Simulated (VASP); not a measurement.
A run of VASP 6.6.1 is set up as follows.

File INCAR:

```
ALGO     = Normal         # electronic algorithm
EDIFF    = 1E-6           # SCF threshold, eV
ENCUT    = 520            # plane-wave cutoff, eV
GGA      = PE             # functional
ISIF     = 2              # what is computed and relaxed
ISMEAR   = 0              # smearing method
IVDW     = 12             # dispersion correction
LASPH    = T              # aspherical terms in the spheres
LCHARG   = F              # write CHGCAR
LREAL    = F              # projectors in reciprocal space
LWAVE    = F              # write WAVECAR
NBANDS   = 18             # bands
NELM     = 100            # most SCF steps
PREC     = Accurate       # precision mode
SIGMA    = 0.1            # smearing width, eV
```

Contents of KPOINTS:

```
k-points
0
Gamma
  14 14 14
```

Contents of POSCAR:

```
ZnCu
1.0
    2.9101969753      0.0000000000      0.0000000000
    0.0000000000      2.9101969753      0.0000000000
    0.0000000000      0.0000000000      2.9101969753
Zn Cu
1 1
Direct
    0.5000000000      0.5000000000      0.5000000000
    0.0000000000      0.0000000000      0.0000000000
```

Potentials or basis: VASP PAW PBE potentials, release 64 (Zn, Cu).

Run with:

```bash
$ cat potpaw_PBE.64/Zn/POTCAR potpaw_PBE.64/Cu/POTCAR > POTCAR
$ mpirun -np 1 vasp_std > vasp.out
```

**Question.** Predict the dispersion energy per atom.

**Answer.** -0.526 eV.

**Question.** Predict the pressure.

**Answer.** 0.6 GPa.

Caveat: pairwise dispersion overbinds metals, which lowers pressure and volume.
